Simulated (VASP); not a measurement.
# Si (P6_3/mmc) in VASP: settings compared

The runs below take Si through single point, with PBEsol, HSE06.

All numbers are computed with VASP 6.6.1; they aren't measurements. Logs are shortened: lines on timing, memory, paths and dates and some standing lists are left out, and cuts for length are marked.

## 1. The cell of the first run

It takes space group P6_3/mmc (No. 194, hexagonal). The conventional cell has a = 3.832 Å, b = 3.832 Å, c = 6.341 Å, α = 90.00°, β = 90.00°, γ = 120.00°. Within 3.1 Å of Si (site symmetry 3m) lie 4 Si at 2.35 to 2.37 Å.

## 2. Single point, PBEsol

File INCAR:

```
SYSTEM = Si
PREC = Accurate
ENCUT = 520
EDIFF = 1E-7
ISMEAR = 0
SIGMA = 0.01
LREAL = .FALSE.
LASPH = .TRUE.
NELM = 100
ALGO = Normal
ISIF = 2
LWAVE = .FALSE.
LCHARG = .FALSE.
GGA = PS
NBANDS = 16
```

File KPOINTS:

```
Automatic mesh
0
G
  6 6 4
  0 0 0
```

File POSCAR:

```
Si
1.0
    3.8321295414      0.0000000000      0.0000000000
   -1.9160647707      3.3187215334      0.0000000000
    0.0000000000      0.0000000000      6.3412168871
Si
4
Direct
    0.3333333333      0.6666666667      0.0005609413
    0.6666666667      0.3333333333      0.5005609413
    0.3333333333      0.6666666667      0.3744390587
    0.6666666667      0.3333333333      0.8744390587
```

Potentials or basis: VASP PAW PBE potentials, release 64 (Si).

On the command line:

```
> cat potpaw_PBE.64/Si/POTCAR > POTCAR
> mpirun -np 1 vasp_std > vasp.out
```

OUTCAR:

```text
SYSTEM = Si
   PREC = Accurate
   ENCUT = 520
   EDIFF = 1E-7
   ISMEAR = 0
   LREAL = .FALSE.
   LASPH = .TRUE.
   NELM = 100
   ISIF = 2
   GGA = PS

 ion  position               nearest neighbor table
   1  0.333  0.667  0.001-   4 2.35   4 2.35   4 2.35   3 2.37
   2  0.667  0.333  0.501-   3 2.35   3 2.35   3 2.35   4 2.37
   3  0.333  0.667  0.374-   2 2.35   2 2.35   2 2.35   1 2.37
   4  0.667  0.333  0.874-   1 2.35   1 2.35   1 2.35   2 2.37

  LATTYP: Found a hexagonal cell.
 ALAT       =     3.8321295414
 C/A-ratio  =     1.6547501379

  Lattice vectors:

 A1 = (   3.8321295414,   0.0000000000,   0.0000000000)
 A2 = (  -1.9160647707,   3.3187215334,   0.0000000000)
 A3 = (   0.0000000000,   0.0000000000,   6.3412168871)

Analysis of symmetry for initial positions (statically):
=====================================================================
 Subroutine PRICEL returns:
 Original cell was already a primitive cell.

 Routine SETGRP: Setting up the symmetry group for a
 hexagonal supercell.

 Subroutine GETGRP returns: Found 24 space group operations
 (whereof  6 operations were pure point group operations)
 out of a pool of 24 trial point group operations.

The static configuration has the point symmetry C_3v.
 The point group associated with its full space group is D_6h.

Analysis of symmetry for dynamics (positions and initial velocities):
=====================================================================
 Subroutine PRICEL returns:
 Original cell was already a primitive cell.

 Routine SETGRP: Setting up the symmetry group for a
 hexagonal supercell.

 Subroutine GETGRP returns: Found 24 space group operations
 (whereof  6 operations were pure point group operations)
 out of a pool of 24 trial point group operations.

The dynamic configuration has the point symmetry C_3v.
 The point group associated with its full space group is D_6h.

 Subroutine INISYM returns: Found 24 space group operations
 (whereof  6 operations are pure point group operations),
 and found     1 'primitive' translations

----------------------------------------------------------------------------------------

                                     Primitive cell

  volume of cell :      80.6461

  direct lattice vectors                    reciprocal lattice vectors
     3.832129541  0.000000000  0.000000000     0.260951513  0.150660426  0.000000000
    -1.916064771  3.318721533  0.000000000     0.000000000  0.301320852  0.000000000
     0.000000000  0.000000000  6.341216887     0.000000000  0.000000000  0.157698438

  length of vectors
     3.832129541  3.832129541  6.341216887     0.301320852  0.301320852  0.157698438

  position of ions in fractional coordinates (direct lattice)
     0.333333333  0.666666667  0.000560941
     0.666666667  0.333333333  0.500560941
     0.333333333  0.666666667  0.374439059
     0.666666667  0.333333333  0.874439059

  ion indices of the primitive-cell ions
   primitive index   ion index
                 1           1
                 2           2
                 3           3
                 4           4

----------------------------------------------------------------------------------------

 KPOINTS: Automatic mesh

Automatic generation of k-mesh.
 Grid dimensions read from file:
 generate k-points for:    6    6    4

 Generating k-lattice:

  Cartesian coordinates                     Fractional coordinates (reciprocal lattice)
     0.043491919  0.025110071  0.000000000     0.166666667  0.000000000  0.000000000
     0.000000000  0.050220142  0.000000000     0.000000000  0.166666667  0.000000000
     0.000000000  0.000000000  0.039424610     0.000000000  0.000000000  0.250000000

  Length of vectors
     0.050220142  0.050220142  0.039424610

  Shift w.r.t. Gamma in fractional coordinates (k-lattice)
     0.000000000  0.000000000  0.000000000

 Subroutine IBZKPT returns following result:
 ===========================================

 Found     21 irreducible k-points:

 Following reciprocal coordinates:
            Coordinates               Weight
  0.000000  0.000000  0.000000      1.000000
  0.166667  0.000000  0.000000      6.000000
  0.333333 -0.000000  0.000000      6.000000
  0.500000  0.000000  0.000000      3.000000
  0.166667  0.166667  0.000000      6.000000
  0.333333  0.166667  0.000000     12.000000
[... 13 lines left out ...]
  0.333333  0.166667  0.500000     12.000000
  0.333333  0.333333  0.500000      2.000000
   k-points           NKPTS =     21   k-points in BZ     NKDIM =     21   number of bands    NBANDS=     16
   number of dos      NEDOS =    301   number of ions     NIONS =      4
   total plane-waves  NPLWV =  43200
   dimension x,y,z NGX =    30 NGY =   30 NGZ =   48
   dimension x,y,z NGXF=    60 NGYF=   60 NGZF=   96
   ions per type =               4
   NGX,Y,Z   is equivalent  to a cutoff of  13.01, 13.01, 12.58 a.u.
   NGXF,Y,Z  is equivalent  to a cutoff of  26.03, 26.03, 25.17 a.u.
 SYSTEM =  Si
   PREC   = accura    normal or accurate (medium, high low for compatibility)
   ISTART =      0    job   : 0-new  1-cont  2-samecut
   ICHARG =      2    charge: 1-file 2-atom 10-const
   ISPIN  =      1    spin polarized calculation?
   LNONCOLLINEAR =      F non collinear calculations
   LSORBIT =      F    spin-orbit coupling
   LASPH  =      T    aspherical Exc in radial PAW
   ENCUT  =  520.0 eV  38.22 Ry    6.18 a.u.   7.13  7.13 11.79*2*pi/ulx,y,z
   NELM   =    100;   NELMIN=  2; NELMDL= -5     # of ELM steps
   EDIFF  = 0.1E-06   stopping-criterion for ELM
   LREAL  =      F    real-space projection
   EDIFFG = 0.1E-05   stopping-criterion for IOM
   NSW    =      0    number of steps for IOM
   IBRION =     -1    ionic relax: 0-MD 1-quasi-New 2-CG
   NFREE  =      0    steps in history (QN), initial steepest desc. (CG)
   ISIF   =      2    stress and relaxation
   ISYM   =      2    0-nonsym 1-usesym 2-fastsym
   POTIM  = 0.5000    time-step for ionic-motion
   TEBEG  =    0.0;   TEEND  =   0.0 temperature during run
   PSTRESS=    0.0 pullay stress
   NELECT =      16.0000    total number of electrons
   NUPDOWN=      -1.0000    fix difference up-down
   EMIN   =  10.00;   EMAX   =-10.00  energy-range for DOS
   EFERMI =   0.00;   METHOD = LEGACY
   ISMEAR =     0;   SIGMA  =   0.01  broadening in eV -4-tet -1-fermi 0-gaus
   EFERMI_NEDOS =   21; number of points for ismear=-14 and -15
   IALGO  =     38    algorithm
   IMIX   =      4    mixing-type and parameters
     AMIX     =   0.40;   BMIX     =  1.00
     AMIX_MAG =   1.60;   BMIX_MAG =  1.00
  volume/ion in A,a.u.               =      20.16       136.06
  Fermi-wavevector in a.u.,A,eV,Ry     =   0.954817  1.804343 12.404107  0.911676
  Thomas-Fermi vector in A             =   2.083599
   LORBIT       =      0    0 simple, 1 ext, 2 COOP (PROOUT), +10 PAW based schemes
   GGA     = PS    functional components
   LHFCALC =     F    Hartree Fock is set to
   AEXX    =    0.0000 exact exchange contribution
   IVDW    =     0    specifies the selected vdW correction
   LEPSILON=     F    determine dielectric tensor
   LRPA    =     F    only Hartree local field effects (RPA)
 non-spin polarized calculation
 Gauss-broadening in eV      SIGMA  =   0.01
  energy-cutoff  :      520.00
  volume of cell :       80.65
 maximum number of plane-waves:      2208
 NGX is ok and might be reduce to    30
   NGX = 15   NGY = 15   NGZ = 23

 number of electron      16.0000000 magnetization

 Free energy of the ion-electron system (eV)
  ---------------------------------------------------
  ext. energy  EPLUGINS =         0.00000000
  ---------------------------------------------------
  free energy    TOTEN  =       -22.92008405 eV

  energy without entropy =      -22.92008405  energy(sigma->0) =      -22.92008405

 E-fermi :   6.0715     XC(G=0):  -9.5194

 val. band max:        5.9840023001   @ k =   0.0000   0.0000   0.0000
 cond. band min:       6.2857952586   @ k =   0.5000   0.0000   0.0000
 fundamental gap:      0.3017929585
 Fermi energy:         6.0715374973

 k-point     1 :       0.0000    0.0000    0.0000
  band No.  band energies     occupation
      1      -6.2336      2.00000
      2      -3.9429      2.00000
      3      -1.2777      2.00000
      4       4.4613      2.00000
      5       4.4613      2.00000
      6       5.6195      2.00000
[... 8 lines left out ...]
     15      10.1030      0.00000
     16      11.8453      0.00000

 k-point     2 :       0.1667    0.0000    0.0000
  band No.  band energies     occupation
      1      -5.9111      2.00000
      2      -3.6138      2.00000
      3      -1.1240      2.00000
      4       2.5600      2.00000
      5       3.9076      2.00000
      6       4.1235      2.00000
[... 8 lines left out ...]
     15      11.2383      0.00000
     16      11.5802      0.00000

 k-point     3 :       0.3333   -0.0000    0.0000
  band No.  band energies     occupation
      1      -4.9902      2.00000
      2      -2.6655      2.00000
      3      -1.3828      2.00000
      4       1.0228      2.00000
      5       1.5724      2.00000
      6       3.1852      2.00000
[... 8 lines left out ...]
     15      12.8629      0.00000
     16      13.0247      0.00000

 k-point     4 :       0.5000    0.0000    0.0000
  band No.  band energies     occupation
      1      -4.0366      2.00000
      2      -2.4745      2.00000
      3      -1.6525      2.00000
      4      -0.0133      2.00000
      5       1.2735      2.00000
      6       2.9117      2.00000
[... 8 lines left out ...]
     15      12.3499      0.00000
     16      13.9559      0.00000

 k-point     5 :       0.1667    0.1667    0.0000
  band No.  band energies     occupation
      1      -5.2843      2.00000
      2      -2.9703      2.00000
      3      -1.1139      2.00000
      4       1.4184      2.00000
      5       2.4290      2.00000
      6       2.5742      2.00000
[... 8 lines left out ...]
     15      10.8364      0.00000
     16      12.4080      0.00000

 k-point     6 :       0.3333    0.1667    0.0000
  band No.  band energies     occupation
      1      -4.1669      2.00000
      2      -2.1118      2.00000
      3      -1.8010      2.00000
      4       0.4815      2.00000
      5       1.2422      2.00000
      6       1.8854      2.00000
[... 8 lines left out ...]
     15      12.3258      0.00000
     16      12.4033      0.00000
[... 210 lines left out ...]
 k-point    18 :       0.5000    0.0000    0.5000
  band No.  band energies     occupation
      1      -3.3402      2.00000
      2      -3.3402      2.00000
      3      -1.3045      2.00000
      4      -1.3045      2.00000
      5       3.5048      2.00000
      6       3.5048      2.00000
[... 8 lines left out ...]
     15      13.8249      0.00000
     16      13.8249      0.00000

 k-point    19 :       0.1667    0.1667    0.5000
  band No.  band energies     occupation
      1      -4.5076      2.00000
      2      -4.5076      2.00000
      3       0.7467      2.00000
      4       0.7467      2.00000
      5       3.1554      2.00000
      6       3.1554      2.00000
[... 8 lines left out ...]
     15      11.4808      0.00000
     16      11.4808      0.00000

 k-point    20 :       0.3333    0.1667    0.5000
  band No.  band energies     occupation
      1      -3.4458      2.00000
      2      -3.4458      2.00000
      3      -0.8886      2.00000
      4      -0.8886      2.00000
      5       2.3436      2.00000
      6       2.3436      2.00000
[... 8 lines left out ...]
     15      12.6764      0.00000
     16      12.6764      0.00000

 k-point    21 :       0.3333    0.3333    0.5000
  band No.  band energies     occupation
      1      -2.7736      2.00000
      2      -2.7736      2.00000
      3      -1.4536      2.00000
      4      -1.4536      2.00000
      5       1.4451      2.00000
      6       1.4451      2.00000
[... 8 lines left out ...]
     15      12.1885      0.00000
     16      12.1885      0.00000

------------------------ aborting loop because EDIFF is reached ----------------------------------------

  FORCE on cell =-STRESS in cart. coord.  units (eV):
  Direction    XX          YY          ZZ          XY          YZ          ZX
  --------------------------------------------------------------------------------------
  -------------------------------------------------------------------------------------
  Total       -0.1512167     -0.1512167     -0.3576470      0.0000000      0.0000000      0.0000000
  in kB       -3.0041860     -3.0041860     -7.1052857      0.0000000      0.0000000      0.0000000
  external PRESSURE =      -4.3712192 kB  Pullay stress =       0.0000000 kB

 VOLUME and BASIS-vectors are now :
 -----------------------------------------------------------------------------
  energy-cutoff  :      520.00
  volume of cell :       80.65
      direct lattice vectors                 reciprocal lattice vectors
     3.832129541  0.000000000  0.000000000     0.260951513  0.150660426  0.000000000
    -1.916064771  3.318721533  0.000000000     0.000000000  0.301320852  0.000000000
     0.000000000  0.000000000  6.341216887     0.000000000  0.000000000  0.157698438

 POSITION                                       TOTAL-FORCE (eV/Angst)
 -----------------------------------------------------------------------------------
     -0.00000      2.21248      0.00356         0.000000     -0.000000     -0.013671
      1.91606      1.10624      3.17417        -0.000000      0.000000     -0.013671
     -0.00000      2.21248      2.37440         0.000000     -0.000000      0.013671
      1.91606      1.10624      5.54501        -0.000000      0.000000      0.013671
 -----------------------------------------------------------------------------------
    total drift:                               -0.000000      0.000000     -0.000000

  FREE ENERGIE OF THE ION-ELECTRON SYSTEM (eV)
  ---------------------------------------------------
  free  energy   TOTEN  =       -22.9200840475 eV

  energy  without entropy=      -22.9200840475  energy(sigma->0) =      -22.92008405
```

Run time: 18 s. Hardware: 1 thread of Intel Xeon Platinum 8488C (Sapphire Rapids), shared host; peak memory 0.19 GiB.

What came out:

```
Free energy            : -22.9201 eV
Pressure               : -0.4 GPa
Largest force          : 0.014 eV/Å
Band gap on the k mesh : 0.30 eV, indirect (least direct gap 0.96 eV)
```

Forces in eV/Å, atoms in the order of the input:
```
Si   0.000  0.000 -0.014
Si   0.000  0.000 -0.014
Si   0.000  0.000  0.014
Si   0.000  0.000  0.014
```

Levels at points of the mesh, in eV from the valence-band top:
```csv
k point,band 5,band 6,band 7,band 8,band 9,band 10,band 11,band 12
"(0.00, 0.00, 0.00)",-1.52,-0.36,0.00,0.00,0.96,1.95,1.95,2.26
"(0.50, 0.00, 0.00)",-4.71,-3.07,-3.04,-1.45,0.30,2.26,2.88,3.04
"(0.00, 0.00, 0.50)",-0.93,-0.93,-0.93,-0.93,1.74,1.74,2.92,2.92
"(0.50, 0.00, 0.50)",-2.48,-2.48,-2.44,-2.44,0.81,0.81,1.56,1.56
```

Caveat: the PAW data sets were made with another functional, which shifts forces and pressure a little. A k mesh can miss the band edges.

## 3. Single point, HSE06

POSCAR is that of step 2.

File INCAR.step1:

```
  PREC = Accurate
  ENCUT = 520
  EDIFF = 1E-5
  ISMEAR = 0
  SIGMA = 0.01
  LREAL = F
  LASPH = T
  NELM = 60
  ALGO = Normal
  ISIF = 2
  LWAVE = T
  LCHARG = F
  GGA = PE
  NBANDS = 16
```

File INCAR.step2:

```
  PREC = Accurate
  ENCUT = 520
  EDIFF = 1E-6
  ISMEAR = 0
  SIGMA = 0.01
  LREAL = F
  LASPH = T
  NELM = 60
  ALGO = Normal
  ISIF = 2
  LWAVE = F
  LCHARG = F
  GGA = PE
  LHFCALC = T
  HFSCREEN = 0.2079
  PRECFOCK = Normal
  ISTART = 1
  NBANDS = 16
```

File KPOINTS:

```
Automatic mesh
0
Gamma
  6 6 2
```

Potentials or basis: VASP PAW PBE potentials, release 64 (Si).

On the command line:

```
> cat potpaw_PBE.64/Si/POTCAR > POTCAR
> cp INCAR.step1 INCAR
> mpirun -np 1 vasp_std > vasp.out
> cp INCAR.step2 INCAR
> mpirun -np 1 vasp_std > vasp.out
```

Wall time 11 min (1 thread of Intel Xeon Platinum 8488C (Sapphire Rapids), shared host); peak memory 0.3 GiB.

It converged, with:

```yaml
Free_energy: -25.0541 eV
Pressure: -0.5 GPa
Largest_force: 0.048 eV/Å
Band_gap_on_the_k_mesh: 0.99 eV, indirect (least direct gap 1.70 eV)
```

Forces on the atoms (eV/Å):
```
Si   0.000  0.000 -0.048
Si   0.000  0.000 -0.048
Si   0.000  0.000  0.048
Si   0.000  0.000  0.048
```

Stress tensor (GPa, compression positive):
```
-0.40  0.00  0.00
 0.00 -0.40  0.00
 0.00  0.00 -0.80
```

Levels at points of the mesh, in eV from the valence-band top:
```
           k point  band 6  band 7  band 8  band 9  band 10  band 11
(0.00, 0.00, 0.00)   -0.38    0.00    0.00    1.70     2.72     2.72
(0.50, 0.00, 0.00)   -3.34   -3.19   -1.58    0.99     3.08     3.64
(0.00, 0.00, 0.50)   -1.00   -1.00   -1.00    2.53     2.53     3.76
(0.50, 0.00, 0.50)   -2.67   -2.64   -2.64    1.52     1.52     2.30
```

Caveat: the k points lie up to 0.50 Å⁻¹ apart; the PAW data sets were made with another functional, which shifts forces and pressure a little.
